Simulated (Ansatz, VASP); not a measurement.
## Na8CeSi6O18: VASP beside Ansatz

```xyz
33
Lattice="5.2210 3.0143 4.4053 -5.2210 3.0143 4.4053 0.0000 -6.0287 4.4053" Properties=species:S:1:pos:R:3 pbc="T T T"
Na    2.6105   -1.5072    4.4053
Na    0.0000    3.0143    4.4053
Na   -2.6105   -1.5072    4.4053
Na    2.6105    1.5072    2.2027
Na   -2.6105    1.5072    2.2027
Na    0.0000   -3.0143    2.2027
Na    0.0000    0.0000    3.2992
Na    0.0000    0.0000    9.9168
Ce    0.0000    0.0000    6.6080
Si    0.0000   -3.3146    5.2977
Si    2.8705    1.6573    5.2977
Si   -2.8705    1.6573    5.2977
Si   -2.8705   -1.6573    7.9183
Si    0.0000    3.3146    7.9183
Si    2.8705   -1.6573    7.9183
O     0.0000   -1.6922    5.1749
O     1.4655    0.8461    5.1749
O    -1.4655    0.8461    5.1749
O    -1.4655   -0.8461    8.0411
O     0.0000    1.6922    8.0411
O     1.4655   -0.8461    8.0411
O     0.0000   -3.9697    6.7439
O     3.4379    1.9849    6.7439
O    -3.4379    1.9849    6.7439
O    -3.4379   -1.9849    6.4721
O     0.0000    3.9697    6.4721
O     3.4379   -1.9849    6.4721
O     1.3186   -3.7448    4.4053
O     2.5838    3.0143    4.4053
O    -3.9024    0.7305    4.4053
O     3.9024    0.7305    4.4053
O    -2.5838    3.0143    4.4053
O    -1.3186   -3.7448    4.4053
```

Alike in both runs: functional PBE; k mesh 3 × 3 × 3; occupations fermi-dirac, width 0.02 eV; no spin polarisation.

Ansatz relaxed the structure, and its values are those at the end. VASP's run is a single point on that final structure, the one shown.

|  | VASP | Ansatz |
| --- | --- | --- |
| version | VASP 6.6.1 | Ansatz 0.2.0 |
| potentials or method | VASP PAW PBE potentials, release 64 (Na_pv, Ce, Si, O) | plane-wave PAW, scalar-relativistic |
| plane-wave cutoff (eV) | 520 | 420 |
| valence electrons in the cell | 200 | 216 |

```csv
,VASP,Ansatz,Ansatz less VASP
gap on the k mesh at the Fermi level (eV),2.08,2.13,+0.046
pressure (GPa),4.7,4.5,-0.16
rms of the force components (eV/Å),0.029,0.001,-0.0276
```

VASP's potentials hold 200 valence electrons a cell and Ansatz's 216, so a difference there can come from the potentials and not from the codes. Ansatz's warnings: stress scf threshold loose.

Neither program's run includes spin-orbit coupling.
